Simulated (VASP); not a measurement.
A run of VASP 6.6.1:

Contents of POSCAR:

```
MgS
1.0
    0.0000000000      2.4975840000      2.3935180000
    2.4975840000      0.0000000000      2.3935180000
    2.4975840000      2.4975840000      0.0000000000
Mg S
1 1
Direct
    0.0000000000      0.0000000000      0.0000000000
    0.5000000000      0.5000000000      0.5000000000
```

The input INCAR.step1:

```
SYSTEM = MgS
  PREC = Accurate
  ENCUT = 520
  ISMEAR = 0
  SIGMA = 0.05
  LREAL = .FALSE.
  LASPH = .TRUE.
  NELM = 100
  NBANDS = 11
  GGA = PE
  ALGO = Normal
  EDIFF = 1E-4
  LWAVE = .TRUE.
  LCHARG = .FALSE.
```

Contents of INCAR.step2:

```
SYSTEM = MgS
  PREC = Accurate
  ENCUT = 520
  EDIFF = 1E-6
  ISMEAR = 0
  SIGMA = 0.05
  LREAL = .FALSE.
  LASPH = .TRUE.
  NELM = 100
  ALGO = Normal
  ISIF = 2
  LWAVE = .FALSE.
  LCHARG = .TRUE.
  METAGGA = R2SCAN
  LMIXTAU = .TRUE.
  LELF = .TRUE.
  LVHAR = .TRUE.
  NBANDS = 11
  ISTART = 1
```

The input KPOINTS:

```
regular mesh
0
G
  8 8 8
  0 0 0
```

Potentials or basis: VASP PAW PBE potentials, release 64 (Mg, S).

Run with:

```sh
$ cat potpaw_PBE.64/Mg/POTCAR potpaw_PBE.64/S/POTCAR > POTCAR
$ cp INCAR.step1 INCAR
$ mpirun -np 1 vasp_std > vasp.out
$ cp INCAR.step2 INCAR
$ mpirun -np 1 vasp_std > vasp.out
```

Hardware: 1 thread of AMD EPYC 7R43 64-Core Processor (Zen 3), on a shared host.

**Question.** How long does it take, and how much memory?

**Answer.** Run time: 110 s on 1 thread of AMD EPYC 7R43 64-Core Processor (Zen 3), with other jobs on the host, peak memory 0.14 GiB. Counts: k points 59.
